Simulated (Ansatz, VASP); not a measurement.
Pb: VASP beside Ansatz

INCAR

```
SYSTEM = Pb
PREC = Accurate
ENCUT = 520
EDIFF = 1E-6
ISMEAR = 0
SIGMA = 0.1
LREAL = .FALSE.
LASPH = .TRUE.
NELM = 60
ALGO = Fast
ISIF = 2
LWAVE = .FALSE.
LCHARG = .FALSE.
GGA = PE
IVDW = 12
NBANDS = 13
```

Contents of KPOINTS:

```
Automatic mesh
0
G
  16 16 16
  0 0 0
```

The input POSCAR:

```
Pb
1.0
   -1.9451304525      1.9451304525      1.9451304525
    1.9451304525     -1.9451304525      1.9451304525
    1.9451304525      1.9451304525     -1.9451304525
Pb
1
Direct
    0.0000000000      0.0000000000      0.0000000000
```

Input for Ansatz:

```yaml
crystal:
  lattice:
    - [-1.9451304525, 1.9451304525, 1.9451304525]
    - [1.9451304525, -1.9451304525, 1.9451304525]
    - [1.9451304525, 1.9451304525, -1.9451304525]
  atoms:
    - { symbol: Pb, position: [0.0, 0.0, 0.0] }
basis:
  ecutwfc: 420
kpoints:
  mp_grid: { grid: [16, 16, 16] }
hamiltonian:
  xc: pbe
  dispersion: d3bj
scf:
  occupations: { method: gaussian, width: 0.1 }
output:
  forces: true
  stress: true
  eigenvalues: true
```

Alike in both runs: task single point; functional PBE; dispersion D3(BJ); k mesh 16 × 16 × 16; occupations gaussian, width 0.1 eV; no spin polarisation.

|  | VASP | Ansatz |
| --- | --- | --- |
| version | VASP 6.6.1 | Ansatz 0.2.0 |
| potentials or method | VASP PAW PBE potentials, release 64 (Pb_d), cutoff 520 eV | scalar-relativistic, plane waves, PAW |
| valence electrons in the cell | 14 | 14 |

VASP gave:

```
gap on the k mesh at the Fermi level (eV) : none
pressure (GPa)                            : 1.4
```

**Question.** Which values does Ansatz return?

**Answer.** gap on the k mesh at the Fermi level (eV): none; pressure (GPa): 1.5.

A gap of «none» marks a metal or a gap that the smearing closes.

Spin-orbit coupling is off throughout.
